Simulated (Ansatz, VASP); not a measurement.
One calculation of Sb, two programs

INCAR

```
SYSTEM = Sb
PREC     = Accurate       ! precision mode
ENCUT    = 500            ! plane-wave cutoff, eV
EDIFF    = 1E-6           ! SCF threshold, eV
ISMEAR   = -1             ! smearing method
SIGMA    = 0.1            ! smearing width, eV
LREAL    = .False.        ! projectors in reciprocal space
LASPH    = .True.         ! aspherical terms in the spheres
NELM     = 120            ! most SCF steps
ALGO     = Normal         ! electronic algorithm
ISIF     = 2              ! what is computed and relaxed
LWAVE    = .False.        ! write WAVECAR
LCHARG   = .False.        ! write CHGCAR
GGA      = PE             ! functional
NBANDS   = 8              ! bands
GGA_COMPAT= .False.
```

KPOINTS

```
regular mesh
0
Gamma
  16 16 16
  0 0 0
```

File POSCAR:

```
Sb
1.0
   -1.5050765592      1.5050765592      1.5050765592
    1.5050765592     -1.5050765592      1.5050765592
    1.5050765592      1.5050765592     -1.5050765592
Sb
1
Direct
    0.0000000000      0.0000000000      0.0000000000
```

Input for Ansatz:

```yaml
crystal:
  lattice:
    - [-1.5050765592, 1.5050765592, 1.5050765592]
    - [1.5050765592, -1.5050765592, 1.5050765592]
    - [1.5050765592, 1.5050765592, -1.5050765592]
  atoms:
    - { symbol: Sb, position: [0.0, 0.0, 0.0] }
kpoints:
  mp_grid: { grid: [16, 16, 16] }
scf:
  occupations: { method: fermi_dirac, width: 0.1 }
hamiltonian:
  xc: pbe
  pseudopotentials: { kind: paw }
output:
  forces: true
  stress: true
  eigenvalues: true
  populations: true
```

Change from the starting cell: volume scaled by 0.5, PAW files.

Alike in both runs: task single point; functional PBE; k mesh 16 × 16 × 16; occupations fermi-dirac, width 0.1 eV; no spin polarisation.

```csv
,VASP,Ansatz
version,VASP 6.6.1,Ansatz 0.2.0
potentials or method,"VASP PAW PBE potentials, release 64 (Sb)","PAW with Ansatz's default frozen-core files, scalar-relativistic"
plane-wave cutoff (eV),500,420
valence electrons in the cell,5,15
```

|  | VASP | Ansatz | Ansatz less VASP |
| --- | --- | --- | --- |
| pressure (GPa) | 208.7 | 203.8 | -4.98 |

Both programs put the cell under a high pressure, so it lies far from rest at this level. VASP's potentials hold 5 valence electrons a cell and Ansatz's 15, so a difference there can come from the potentials and not from the codes.

Spin-orbit coupling is off throughout. Noted on VASP's run: the cell as given lies far from equilibrium.
